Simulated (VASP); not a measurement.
Set up this calculation in VASP 6.6.1, as the native input.

```yaml
Task: single point
Functional: r2SCAN
Potentials_or_basis: VASP PAW PBE potentials, release 64 (Hg)
Cutoff: 550 eV
k_mesh: 13 × 13 × 13
Occupations: fermi-dirac, width 0.1 eV
Spin: no spin polarisation
Dipole_correction: no
Further_INCAR_settings: ALGO = Normal; EDIFF = 1e-06; NBANDS = 12
```

Crystal: Hg.

```
Hg
1.0
    -1.80308    1.80308    1.80308
     1.80308   -1.80308    1.80308
     1.80308    1.80308   -1.80308
Hg
1
Direct
  0.00000 0.00000 0.00000
```

The input as run:

POSCAR

```
Hg
1.0
   -1.8030781009      1.8030781009      1.8030781009
    1.8030781009     -1.8030781009      1.8030781009
    1.8030781009      1.8030781009     -1.8030781009
Hg
1
Direct
    0.0000000000      0.0000000000      0.0000000000
```

INCAR.step1

```
SYSTEM = Hg
  ALGO = Normal
  EDIFF = 1E-5
  ENCUT = 550
  GGA = PE
  GGA_COMPAT = .FALSE.
  ISMEAR = -1
  LASPH = .TRUE.
  LCHARG = .FALSE.
  LREAL = .FALSE.
  LWAVE = .TRUE.
  NBANDS = 12
  NELM = 120
  PREC = Accurate
  SIGMA = 0.1
```

INCAR.step2

```
SYSTEM = Hg
  ALGO = Normal
  EDIFF = 1E-6
  ENCUT = 550
  GGA_COMPAT = .FALSE.
  ISIF = 2
  ISMEAR = -1
  ISTART = 1
  LASPH = .TRUE.
  LCHARG = .FALSE.
  LMIXTAU = .TRUE.
  LREAL = .FALSE.
  LWAVE = .FALSE.
  METAGGA = R2SCAN
  NBANDS = 12
  NELM = 120
  PREC = Accurate
  SIGMA = 0.1
```

KPOINTS

```
k-points
0
G
  13 13 13
  0 0 0
```

Potentials or basis: VASP PAW PBE potentials, release 64 (Hg).

The run is started by

```sh
$ cat potpaw_PBE.64/Hg/POTCAR > POTCAR
$ cp INCAR.step1 INCAR
$ mpirun -np 1 vasp_std > vasp.out
$ cp INCAR.step2 INCAR
$ mpirun -np 1 vasp_std > vasp.out
```

It gave:

| Item | Value |
| --- | --- |
| Pressure | 5.1 GPa |
| Band gap on the k mesh | zero (bands 6 and 7 overlap by 3.31 eV) |

Caveat: the cell stands under pressure; the PAW data sets were made with another functional, which shifts forces and pressure a little; spin-orbit coupling is left out, which moves the levels of the heavy elements.

It took 47 s on 1 thread of Intel(R) Xeon(R) 6975P-C (Granite Rapids), on a shared host, peak memory 0.16 GiB.
